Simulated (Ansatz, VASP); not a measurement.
# One calculation of KF, two programs

POSCAR

```
KF
1.0
    3.1139775464      0.0000000000      0.0000000000
    0.0000000000      3.1139775464      0.0000000000
    0.0000000000      0.0000000000      3.1139775464
K F
1 1
Direct
    0.0000000000      0.0000000000      0.0000000000
    0.5000000000      0.5000000000      0.5000000000
```

INCAR.step1

```
SYSTEM = KF
  ALGO = Normal
  EDIFF = 1E-4
  ENCUT = 520
  GGA = PE
  ISMEAR = 0
  LASPH = .TRUE.
  LCHARG = .FALSE.
  LREAL = .FALSE.
  LWAVE = .TRUE.
  NBANDS = 15
  NELM = 100
  PREC = Accurate
  SIGMA = 0.01
```

The input INCAR.step2:

```
SYSTEM = KF
  ALGO = Normal
  EDIFF = 1E-7
  ENCUT = 520
  ISIF = 2
  ISMEAR = 0
  ISTART = 1
  LASPH = .TRUE.
  LCHARG = .TRUE.
  LELF = .TRUE.
  LMIXTAU = .TRUE.
  LREAL = .FALSE.
  LVHAR = .TRUE.
  LWAVE = .FALSE.
  METAGGA = R2SCAN
  NBANDS = 15
  NELM = 100
  PREC = Accurate
  SIGMA = 0.01
```

File KPOINTS:

```
k-points
0
G
  6 6 6
  0 0 0
```

Input for Ansatz:

```yaml
crystal:
  lattice:
    - [3.1139775464, 0.0, 0.0]
    - [0.0, 3.1139775464, 0.0]
    - [0.0, 0.0, 3.1139775464]
  atoms:
    - { symbol: K, position: [0.0, 0.0, 0.0] }
    - { symbol: F, position: [0.5, 0.5, 0.5] }
kpoints:
  mp_grid: { grid: [6, 6, 6] }
hamiltonian:
  xc: r2scan
scf:
  occupations: { method: fixed }
  n_extra_bands: 4
output:
  forces: true
  stress: true
  eigenvalues: true
```

Alike in both runs: task single point; functional r2SCAN; k mesh 6 × 6 × 6; no spin polarisation.

```csv
,VASP,Ansatz
version,VASP 6.6.1,Ansatz 0.2.0
potentials or method,"VASP PAW PBE potentials, release 64 (K_sv, F)","plane waves, PAW"
plane-wave cutoff (eV),520,500
occupations,"gaussian, width 0.01 eV",fixed
valence electrons in the cell,16,16
```

|  | VASP | Ansatz | Ansatz less VASP |
| --- | --- | --- | --- |
| gap on the k mesh at the Fermi level (eV) | 8.26 | 8.25 | -0.006 |
| pressure (GPa) | 3.1 | 3.1 | -0.03 |

VASP's potentials were made for PBE, not for r2SCAN.
